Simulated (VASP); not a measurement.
Set up this calculation in VASP 6.6.1, as the native input.

```
Task                   : relaxation of cell and atoms
Functional             : PBE
Potentials or basis    : VASP PAW PBE potentials, release 64 (Os)
Cutoff                 : 600 eV
k mesh                 : 9 × 9 × 6
Occupations            : gaussian, width 0.1 eV
Spin                   : no spin polarisation
Dipole correction      : no
Further INCAR settings : ALGO = Normal; EDIFF = 1e-06; IBRION = 2; EDIFFG = -0.05; NSW = 100; ISIF = 3
```

The structure of Os lies in POSCAR:

```
Os
1.0
    2.7341000000      0.0000000000      0.0000000000
   -1.3670500000      2.3678000565      0.0000000000
    0.0000000000      0.0000000000      4.3197000000
Os
2
Direct
    0.3333333333      0.6666666667      0.2500000000
    0.6666666667      0.3333333333      0.7500000000
```

These files were run (other wordings do the same):

INCAR

```
SYSTEM = Os
ALGO = Normal
EDIFF = 1E-6
EDIFFG = -0.05
ENCUT = 600
GGA = PE
IBRION = 2
ISIF = 3
ISMEAR = 0
LASPH = .True.
LCHARG = .False.
LREAL = .False.
LWAVE = .False.
NELM = 60
NSW = 100
PREC = Accurate
SIGMA = 0.1
```

KPOINTS

```
k-points
0
Gamma
  9 9 6
  0 0 0
```

Potentials or basis: VASP PAW PBE potentials, release 64 (Os).

Run with:

```sh
$ cat potpaw_PBE.64/Os/POTCAR > POTCAR
$ mpirun -np 1 vasp_std > vasp.out
```

Results of the run:

```json
{"Relaxed volume": "14.28 Å³/atom", "Relaxed cell": "a = 2.752 Å, b = 2.752 Å, c = 4.354 Å, α = 90.00°, β = 90.00°, γ = 120.00°", "Space group after relaxing (to 0.05 Å)": "P6_3/mmc (No. 194)", "Energy gained by relaxing": "7.6 meV/atom", "Ionic steps": "3", "Pressure after relaxing": "-0.3 GPa", "Band gap on the k mesh": "zero (band 8 reaches 11.12 eV, above the bottom of band 9 at 7.40 eV)"}
```

Caveat: spin-orbit coupling is left out, which moves the levels of the heavy elements.

It took 19 s on 1 thread of Intel(R) Xeon(R) 6975P-C (Granite Rapids) (shared host), peak memory 0.16 GiB.
